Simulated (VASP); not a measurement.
# K3Si3Se4 (P6/mmm) in VASP: single point with PBE

Aim: the single point of K3Si3Se4 with PBE.

All numbers are computed with VASP 6.6.1; they aren't measurements. Logs are shortened: lines on timing, memory, paths and dates and some standing lists are left out, and cuts for length are marked.

### 1 The cell of the first run

Symmetry: P6/mmm, No. 191, hexagonal system. The conventional cell has a = 5.654 Å, b = 5.654 Å, c = 9.885 Å, α = 90.00°, β = 90.00°, γ = 120.00°. Within 3.7 Å of K (site symmetry mmm) lie 4 K at 2.83 Å and 2 Se at 2.83 Å. Si (site symmetry mmm) has 4 Si at 2.83 Å and 6 Se at 2.83 to 3.64 Å within 3.7 Å. Within 3.5 Å of Se (site symmetry 6/mmm) lie 2 Se at 2.64 Å and 6 K at 2.83 Å. Within 3.0 Å of Se (site symmetry 6mm) lie 2 Se at 2.30 to 2.64 Å. Within 3.0 Å of Se (site symmetry 6/mmm) lie 2 Se at 2.30 Å and 6 Si at 2.83 Å.

### 2 Single point, PBE

Input file INCAR:

```
SYSTEM = K3Si3Se4
  PREC = Accurate
  ENCUT = 520
  EDIFF = 1E-6
  ISMEAR = 0
  SIGMA = 0.1
  LREAL = .False.
  LASPH = .True.
  NELM = 80
  ALGO = Normal
  ISIF = 2
  LWAVE = .False.
  LCHARG = .True.
  GGA = PE
  LELF = .True.
  LVHAR = .True.
  NBANDS = 42
```

Input file KPOINTS:

```
regular mesh
0
Gamma
  6 6 2
  0 0 0
```

Input file POSCAR:

```
K3Si3Se4
1.0
    5.6535291800      0.0000000000      0.0000000000
   -2.8267645900      4.8960998900      0.0000000000
    0.0000000000      0.0000000000      9.8845431000
K Si Se
3 3 4
Direct
    0.5000000000      0.0000000000      0.0000000000
    0.0000000000      0.5000000000      0.0000000000
    0.5000000000      0.5000000000      0.0000000000
    0.5000000000      0.0000000000      0.5000000000
    0.0000000000      0.5000000000      0.5000000000
    0.5000000000      0.5000000000      0.5000000000
    0.0000000000      0.0000000000      0.0000000000
    0.0000000000      0.0000000000      0.7324476100
    0.0000000000      0.0000000000      0.2675523900
    0.0000000000      0.0000000000      0.5000000000
```

Potentials or basis: VASP PAW PBE potentials, release 64 (K_sv, Si, Se).

The run is started by

```console
cat potpaw_PBE.64/K_sv/POTCAR potpaw_PBE.64/Si/POTCAR potpaw_PBE.64/Se/POTCAR > POTCAR
mpirun -np 1 vasp_std > vasp.out
```

OUTCAR:

```text
SYSTEM = K3Si3Se4
   PREC = Accurate
   ENCUT = 520
   EDIFF = 1E-6
   ISMEAR = 0
   LREAL = .False.
   LASPH = .True.
   NELM = 80
   ISIF = 2
   GGA = PE

 ion  position               nearest neighbor table
   1  0.500  0.000  0.000-   2 2.83   3 2.83   3 2.83   2 2.83   7 2.83   7 2.83
   2  0.000  0.500  0.000-   1 2.83   7 2.83   7 2.83   1 2.83   3 2.83   3 2.83
   3  0.500  0.500  0.000-   1 2.83   7 2.83   1 2.83   7 2.83   2 2.83   2 2.83
   4  0.500  0.000  0.500-   5 2.83   6 2.83   6 2.83   5 2.83  10 2.83  10 2.83
   5  0.000  0.500  0.500-   4 2.83  10 2.83  10 2.83   4 2.83   6 2.83   6 2.83
   6  0.500  0.500  0.500-   4 2.83  10 2.83   4 2.83  10 2.83   5 2.83   5 2.83
   7  0.000  0.000  0.000-   8 2.64   9 2.64   2 2.83   3 2.83   2 2.83   3 2.83   1 2.83   1 2.83

   8  0.000  0.000  0.732-  10 2.30   7 2.64
   9  0.000  0.000  0.268-  10 2.30   7 2.64
  10  0.000  0.000  0.500-   8 2.30   9 2.30   5 2.83   6 2.83   5 2.83   6 2.83   4 2.83   4 2.83

  LATTYP: Found a hexagonal cell.
 ALAT       =     5.6535291800
 C/A-ratio  =     1.7483845551

  Lattice vectors:

 A1 = (   5.6535291800,   0.0000000000,   0.0000000000)
 A2 = (  -2.8267645900,   4.8960998900,   0.0000000000)
 A3 = (   0.0000000000,   0.0000000000,   9.8845431000)

Analysis of symmetry for initial positions (statically):
=====================================================================
 Subroutine PRICEL returns:
 Original cell was already a primitive cell.

 Routine SETGRP: Setting up the symmetry group for a
 hexagonal supercell.

 Subroutine GETGRP returns: Found 24 space group operations
 (whereof 24 operations were pure point group operations)
 out of a pool of 24 trial point group operations.

The static configuration has the point symmetry D_6h.

Analysis of symmetry for dynamics (positions and initial velocities):
=====================================================================
 Subroutine PRICEL returns:
 Original cell was already a primitive cell.

 Routine SETGRP: Setting up the symmetry group for a
 hexagonal supercell.

 Subroutine GETGRP returns: Found 24 space group operations
 (whereof 24 operations were pure point group operations)
 out of a pool of 24 trial point group operations.

The dynamic configuration has the point symmetry D_6h.

 Subroutine INISYM returns: Found 24 space group operations
 (whereof 24 operations are pure point group operations),
 and found     1 'primitive' translations

----------------------------------------------------------------------------------------

                                     Primitive cell

  volume of cell :     273.6066

  direct lattice vectors                    reciprocal lattice vectors
     5.653529180  0.000000000  0.000000000     0.176880665  0.102122099  0.000000000
    -2.826764590  4.896099890  0.000000000     0.000000000  0.204244199  0.000000000
     0.000000000  0.000000000  9.884543100     0.000000000  0.000000000  0.101168055

  length of vectors
     5.653529180  5.653529179  9.884543100     0.204244199  0.204244199  0.101168055

  position of ions in fractional coordinates (direct lattice)
     0.500000000  0.000000000  0.000000000
     0.000000000  0.500000000  0.000000000
     0.500000000  0.500000000  0.000000000
     0.500000000  0.000000000  0.500000000
     0.000000000  0.500000000  0.500000000
     0.500000000  0.500000000  0.500000000
     0.000000000  0.000000000  0.000000000
     0.000000000  0.000000000  0.732447610
     0.000000000  0.000000000  0.267552390
     0.000000000  0.000000000  0.500000000

  ion indices of the primitive-cell ions
   primitive index   ion index
                 1           1
                 2           2
                 3           3
                 4           4
                 5           5
                 6           6
                 7           7
                 8           8
                 9           9
                10          10

----------------------------------------------------------------------------------------

 KPOINTS: regular mesh

Automatic generation of k-mesh.
 Grid dimensions read from file:
 generate k-points for:    6    6    2

 Generating k-lattice:

  Cartesian coordinates                     Fractional coordinates (reciprocal lattice)
     0.029480111  0.017020350  0.000000000     0.166666667  0.000000000  0.000000000
     0.000000000  0.034040700  0.000000000     0.000000000  0.166666667  0.000000000
     0.000000000  0.000000000  0.050584028     0.000000000  0.000000000  0.500000000

  Length of vectors
     0.034040700  0.034040700  0.050584028

  Shift w.r.t. Gamma in fractional coordinates (k-lattice)
     0.000000000  0.000000000  0.000000000

 Subroutine IBZKPT returns following result:
 ===========================================

 Found     14 irreducible k-points:

 Following reciprocal coordinates:
            Coordinates               Weight
  0.000000  0.000000  0.000000      1.000000
  0.166667  0.000000  0.000000      6.000000
  0.333333  0.000000  0.000000      6.000000
  0.500000  0.000000  0.000000      3.000000
  0.166667  0.166667  0.000000      6.000000
  0.333333  0.166667  0.000000     12.000000
  0.333333  0.333333  0.000000      2.000000
  0.000000  0.000000  0.500000      1.000000
  0.166667  0.000000  0.500000      6.000000
  0.333333  0.000000  0.500000      6.000000
  0.500000  0.000000  0.500000      3.000000
  0.166667  0.166667  0.500000      6.000000
  0.333333  0.166667  0.500000     12.000000
  0.333333  0.333333  0.500000      2.000000
   k-points           NKPTS =     14   k-points in BZ     NKDIM =     14   number of bands    NBANDS=     42
   number of dos      NEDOS =    301   number of ions     NIONS =     10
   total plane-waves  NPLWV = 141120
   dimension x,y,z NGX =    42 NGY =   42 NGZ =   80
   dimension x,y,z NGXF=    84 NGYF=   84 NGZF=  160
   ions per type =               3   3   4
   NGX,Y,Z   is equivalent  to a cutoff of  12.35, 12.35, 13.46 a.u.
   NGXF,Y,Z  is equivalent  to a cutoff of  24.70, 24.70, 26.91 a.u.
 SYSTEM =  K3Si3Se4
   PREC   = accura    normal or accurate (medium, high low for compatibility)
   ISTART =      0    job   : 0-new  1-cont  2-samecut
   ICHARG =      2    charge: 1-file 2-atom 10-const
   ISPIN  =      1    spin polarized calculation?
   LNONCOLLINEAR =      F non collinear calculations
   LSORBIT =      F    spin-orbit coupling
   LASPH  =      T    aspherical Exc in radial PAW
   ENCUT  =  520.0 eV  38.22 Ry    6.18 a.u.  10.51 10.51 18.38*2*pi/ulx,y,z
   NELM   =     80;   NELMIN=  2; NELMDL= -5     # of ELM steps
   EDIFF  = 0.1E-05   stopping-criterion for ELM
   LREAL  =      F    real-space projection
   EDIFFG = 0.1E-04   stopping-criterion for IOM
   NSW    =      0    number of steps for IOM
   IBRION =     -1    ionic relax: 0-MD 1-quasi-New 2-CG
   NFREE  =      0    steps in history (QN), initial steepest desc. (CG)
   ISIF   =      2    stress and relaxation
   ISYM   =      2    0-nonsym 1-usesym 2-fastsym
   POTIM  = 0.5000    time-step for ionic-motion
   TEBEG  =    0.0;   TEEND  =   0.0 temperature during run
   PSTRESS=    0.0 pullay stress
   NELECT =      63.0000    total number of electrons
   NUPDOWN=      -1.0000    fix difference up-down
   EMIN   =  10.00;   EMAX   =-10.00  energy-range for DOS
   EFERMI =   0.00;   METHOD = LEGACY
   ISMEAR =     0;   SIGMA  =   0.10  broadening in eV -4-tet -1-fermi 0-gaus
   EFERMI_NEDOS =   21; number of points for ismear=-14 and -15
   IALGO  =     38    algorithm
   IMIX   =      4    mixing-type and parameters
     AMIX     =   0.40;   BMIX     =  1.00
     AMIX_MAG =   1.60;   BMIX_MAG =  1.00
  volume/ion in A,a.u.               =      27.36       184.64
  Fermi-wavevector in a.u.,A,eV,Ry     =   1.003413  1.896175 13.698845  1.006837
  Thomas-Fermi vector in A             =   2.135963
   LORBIT       =      0    0 simple, 1 ext, 2 COOP (PROOUT), +10 PAW based schemes
   GGA     = PE    functional components
   LHFCALC =     F    Hartree Fock is set to
   AEXX    =    0.0000 exact exchange contribution
   IVDW    =     0    specifies the selected vdW correction
   LEPSILON=     F    determine dielectric tensor
   LRPA    =     F    only Hartree local field effects (RPA)
 non-spin polarized calculation
 Gauss-broadening in eV      SIGMA  =   0.10
  energy-cutoff  :      520.00
  volume of cell :      273.61
 maximum number of plane-waves:      7392
   NGX = 21   NGY = 21   NGZ = 37

 number of electron      62.9999998 magnetization

 Free energy of the ion-electron system (eV)
  ---------------------------------------------------
  ext. energy  EPLUGINS =         0.00000000
  ---------------------------------------------------
  free energy    TOTEN  =       -26.94671010 eV

  energy without entropy =      -26.92914818  energy(sigma->0) =      -26.93792914

 E-fermi :   3.3600     XC(G=0):  -8.4438

 val. band max:        3.3135587579   @ k =   0.0000   0.0000   0.0000
 cond. band min:       3.3626422255   @ k =   0.3333   0.0000   0.5000
 fundamental gap:      0.0490834676
 Fermi energy:         3.3599792990

 k-point     1 :       0.0000    0.0000    0.0000
  band No.  band energies     occupation
      1     -30.0642      2.00000
      2     -29.4537      2.00000
      3     -29.4537      2.00000
      4     -15.2685      2.00000
      5     -13.9493      2.00000
      6     -13.9493      2.00000
[... 34 lines left out ...]
     41       6.0477      0.00000
     42       6.4665      0.00000

 k-point     2 :       0.1667    0.0000    0.0000
  band No.  band energies     occupation
      1     -30.0306      2.00000
      2     -29.4929      2.00000
      3     -29.4544      2.00000
      4     -15.1368      2.00000
      5     -13.9849      2.00000
      6     -13.8448      2.00000
[... 529 lines left out ...]
     41       6.4307      0.00000
     42       6.5072      0.00000

 k-point    14 :       0.3333    0.3333    0.5000
  band No.  band energies     occupation
      1     -29.7709      2.00000
      2     -29.7709      2.00000
      3     -29.4585      2.00000
      4     -14.1761      2.00000
      5     -14.1761      2.00000
      6     -13.8793      2.00000
[... 34 lines left out ...]
     41       6.1161      0.00000
     42       6.2139      0.00000

------------------------ aborting loop because EDIFF is reached ----------------------------------------

  FORCE on cell =-STRESS in cart. coord.  units (eV):
  Direction    XX          YY          ZZ          XY          YZ          ZX
  --------------------------------------------------------------------------------------
  -------------------------------------------------------------------------------------
  Total        9.1821863      9.1821863     21.6411117      0.0000000      0.0000000     -0.0000000
  in kB       53.7687792     53.7687791    126.7253918      0.0000000      0.0000000     -0.0000000
  external PRESSURE =      78.0876500 kB  Pullay stress =       0.0000000 kB

 VOLUME and BASIS-vectors are now :
 -----------------------------------------------------------------------------
  energy-cutoff  :      520.00
  volume of cell :      273.61
      direct lattice vectors                 reciprocal lattice vectors
     5.653529180  0.000000000  0.000000000     0.176880665  0.102122099  0.000000000
    -2.826764590  4.896099890  0.000000000     0.000000000  0.204244199  0.000000000
     0.000000000  0.000000000  9.884543100     0.000000000  0.000000000  0.101168055

 POSITION                                       TOTAL-FORCE (eV/Angst)
 -----------------------------------------------------------------------------------
      2.82676      0.00000      0.00000         0.000000     -0.000000     -0.000000
     -1.41338      2.44805      0.00000         0.000000     -0.000000     -0.000000
      1.41338      2.44805      0.00000         0.000000     -0.000000     -0.000000
      2.82676      0.00000      4.94227         0.000000     -0.000000     -0.000000
     -1.41338      2.44805      4.94227         0.000000     -0.000000     -0.000000
      1.41338      2.44805      4.94227         0.000000     -0.000000     -0.000000
      0.00000      0.00000      0.00000         0.000000     -0.000000     -0.000000
      0.00000      0.00000      7.23991        -0.000000     -0.000000      2.707756
      0.00000      0.00000      2.64463        -0.000000      0.000000     -2.707756
      0.00000      0.00000      4.94227         0.000000     -0.000000     -0.000000
 -----------------------------------------------------------------------------------
    total drift:                               -0.000000      0.000000     -0.000000

  FREE ENERGIE OF THE ION-ELECTRON SYSTEM (eV)
  ---------------------------------------------------
  free  energy   TOTEN  =       -26.9467101046 eV

  energy  without entropy=      -26.9291481829  energy(sigma->0) =      -26.93792914
```

It took 3 min on 1 thread of Intel Xeon Platinum 8375C at 2.90GHz (Ice Lake), shared host; peak memory 0.43 GiB.

What came out:

* Free energy: -26.9467 eV
* Pressure: 7.8 GPa
* Largest force: 2.708 eV/Å

Forces on the atoms (eV/Å):
```
K    0.000  0.000  0.000
K    0.000  0.000  0.000
K    0.000  0.000  0.000
Si   0.000  0.000  0.000
Si   0.000  0.000  0.000
Si   0.000  0.000  0.000
Se   0.000  0.000  0.000
Se   0.000  0.000  2.708
Se   0.000  0.000 -2.708
Se   0.000  0.000  0.000
```

Caveat: forces of over 1 eV/Å act on the atoms, so gaps and moduli don't describe the material at rest.
